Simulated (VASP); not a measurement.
A run of VASP 6.6.1 is set up as follows.

Contents of INCAR:

```
SYSTEM = Pt
ALGO     = Normal         ! electronic algorithm
DIPOL    = 0.5 0.5 0.500
EDIFF    = 1E-6           ! SCF threshold, eV
ENCUT    = 400            ! plane-wave cutoff, eV
GGA      = PE             ! functional
GGA_COMPAT= .FALSE.      
IDIPOL   = 3            
ISIF     = 2              ! what is computed and relaxed
ISMEAR   = 0              ! smearing method
LASPH    = .TRUE.         ! aspherical terms in the spheres
LCHARG   = .TRUE.         ! write CHGCAR
LDIPOL   = .TRUE.       
LELF     = .TRUE.         ! ELF
LREAL    = .FALSE.        ! projectors in reciprocal space
LVACPOTAV= .TRUE.       
LVHAR    = .TRUE.       
LWAVE    = .FALSE.        ! write WAVECAR
NBANDS   = 28             ! bands
NELM     = 120            ! most SCF steps
NELMDL   = -8           
PREC     = Accurate       ! precision mode
SIGMA    = 0.1            ! smearing width, eV
```

File KPOINTS:

```
k-points
0
G
  12 9 1
  0 0 0
```

File POSCAR:

```
Pt
1.0
    2.8072945026      0.0000000000      0.0000000000
    0.0000000000      3.9701139592      0.0000000000
    0.0000000000      0.0000000000     19.2109417539
Pt
4
Direct
    0.5000000000      0.5000000000      0.3966397451
    0.0000000000      0.0000000000      0.4566815880
    0.5000000000      0.5000000000      0.5433184090
    0.0000000000      0.0000000000      0.6033602579
```

Potentials or basis: VASP PAW PBE potentials, release 64 (Pt).

The run is started by

```bash
$ cat potpaw_PBE.64/Pt/POTCAR > POTCAR
$ mpirun -np 1 vasp_std > vasp.out
```

Q: What does it give for the band gap on the k mesh?

A: Zero (band 20 reaches -0.51 eV, above the bottom of band 21 at -1.00 eV).

Q: What does it give for the largest force?

A: 0.017 eV/Å.

Forces on the atoms (eV/Å):
```
Pt   0.000  0.000  0.017
Pt   0.000  0.000  0.007
Pt   0.000  0.000 -0.007
Pt   0.000  0.000 -0.017
```

Caveat: spin-orbit coupling is left out, which moves the levels of the heavy elements.
